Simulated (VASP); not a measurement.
Set up this calculation in VASP 6.6.1, as the native input.

* Task: single point
* Functional: PBEsol
* Potentials or basis: VASP PAW PBE potentials, release 64 (Be, Te)
* Cutoff: 520 eV
* k mesh: 1 × 1 × 16
* Occupations: gaussian, width 0.05 eV
* Spin: collinear spin
* Starting moments: [0.5, 0.5] μB
* Dipole correction: no
* Further INCAR settings: ALGO = Normal; EDIFF = 1e-06; NBANDS = 15

The structure of BeTe lies in POSCAR:

```
BeTe
1.0
   10.0000000000      0.0000000000      0.0000000000
    0.0000000000      9.3000000000      0.0000000000
    0.0000000000      0.0000000000      4.0519285386
Be Te
1 1
Direct
    0.4560182714      0.5000000000      0.0000000000
    0.5439817286      0.5000000000      0.5000000000
```

These files were run (other wordings do the same):

INCAR

```
SYSTEM = BeTe
ALGO = Normal ; EDIFF = 1E-6
ENCUT = 520 ; GGA = PS
ISIF = 2 ; ISMEAR = 0
ISPIN = 2 ; LASPH = .TRUE.
LCHARG = .FALSE. ; LORBIT = 11
LREAL = .FALSE. ; LWAVE = .FALSE.
MAGMOM = 0.5 0.5 ; NBANDS = 15
NELM = 150 ; PREC = Accurate
SIGMA = 0.05
```

KPOINTS

```
k-points
0
G
  1 1 16
  0 0 0
```

Potentials or basis: VASP PAW PBE potentials, release 64 (Be, Te).

Command:

```sh
$ cat potpaw_PBE.64/Be/POTCAR potpaw_PBE.64/Te/POTCAR > POTCAR
$ mpirun -np 1 vasp_std > vasp.out
```

Results of the run:

| Quantity | Value |
| --- | --- |
| Largest force | 0.036 eV/Å |
| Band gap on the k mesh | 2.07 eV |
| Net moment | 0.00 μB per cell |
| Valence electrons inside the program's atomic spheres | Be 0.92; Te 3.51 |

Caveat: the PAW data sets were made with another functional, which shifts forces and pressure a little; spin-orbit coupling is left out, which moves the levels of the heavy elements.

It took 4.7 min on 1 thread of Intel Xeon 8259CL, with other jobs on the host, peak memory 0.57 GiB.
